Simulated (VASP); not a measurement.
A run of VASP 6.6.1 is set up as follows.

The input INCAR:

```
PREC = Accurate
ENCUT = 600
EDIFF = 1E-7
ISMEAR = -1
SIGMA = 0.05
LREAL = F
LASPH = T
NELM = 100
ALGO = Normal
ISIF = 3
LWAVE = F
LCHARG = F
GGA = CA
IBRION = 2
NSW = 60
EDIFFG = -0.01
```

Contents of KPOINTS:

```
Automatic mesh
0
Gamma
  12 12 12
```

POSCAR

```
Pd
1.0
   -1.5722810000      1.5722810000      1.5722810000
    1.5722810000     -1.5722810000      1.5722810000
    1.5722810000      1.5722810000     -1.5722810000
Pd
1
Direct
    0.0000000000      0.0000000000      0.0000000000
```

Potentials or basis: VASP PAW LDA potentials, release 64 (Pd).

Launch:

```console
$ cat potpaw_LDA.64/Pd/POTCAR > POTCAR
$ mpirun -np 1 vasp_std > vasp.out
```

Task: Predict the relaxed volume.

Result: 14.27 Å³/atom.

Task: Predict the space group after relaxing (to 0.05 Å).

Result: Im-3m (No. 229).

Task: Estimate the band gap on the k mesh.

Result: Zero (band 5 reaches 10.83 eV, above the bottom of band 6 at 9.04 eV).

Step by step:
```
step  energy change (eV)  largest force (eV/Å)  pressure (GPa)  volume (Å³)
   1              0.0000                0.0000          -15.12        15.55
   2              0.1401                0.0000           42.40        12.47
   3             -0.0662                0.0000           -0.72        14.31
   4             -0.0663                0.0000           -0.18        14.28
   5             -0.0663                0.0000            0.21        14.25
   6             -0.0663                0.0000           -0.29        14.29
   7             -0.0663                0.0000           -0.01        14.27
```
